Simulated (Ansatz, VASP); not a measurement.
## CuI: VASP beside Ansatz

```
Cu I
1.0
     3.65350    0.00000    0.00000
     0.00000    3.65350    0.00000
     0.00000    0.00000    3.65076
Cu I
1 1
Direct
  0.50000 0.50000 0.50000
  0.00000 0.00000 0.00000
```

Change from the starting cell: species swapped into the VPt type (P4/mmm, No. 123).

Alike in both runs: functional PBE; k mesh 16 × 16 × 12; occupations gaussian, width 0.1 eV; no spin polarisation.

Ansatz relaxed the structure, and its values are those at the end. VASP's run is a single point on that final structure, the one shown.

|  | VASP | Ansatz |
| --- | --- | --- |
| version | VASP 6.6.1 | Ansatz 0.2.0 |
| potentials or method | VASP PAW PBE potentials, release 64 (Cu, I), cutoff 520 eV | scalar-relativistic, plane waves, PAW |
| valence electrons in the cell | 18 | 36 |

Ansatz gave:

| Quantity | Value |
| --- | --- |
| gap on the k mesh at the Fermi level (eV) | none |
| pressure (GPa) | 0.0 |

Q: Estimate VASP's values.

A: gap on the k mesh at the Fermi level (eV): none; pressure (GPa): 0.1.

A gap of «none» marks a metal or a gap that the smearing closes. With one functional, cell and mesh, what is left measures potentials, basis and numerics. VASP's potentials hold 18 valence electrons a cell and Ansatz's 36, so a difference there can come from the potentials and not from the codes.

Spin-orbit coupling is off throughout.
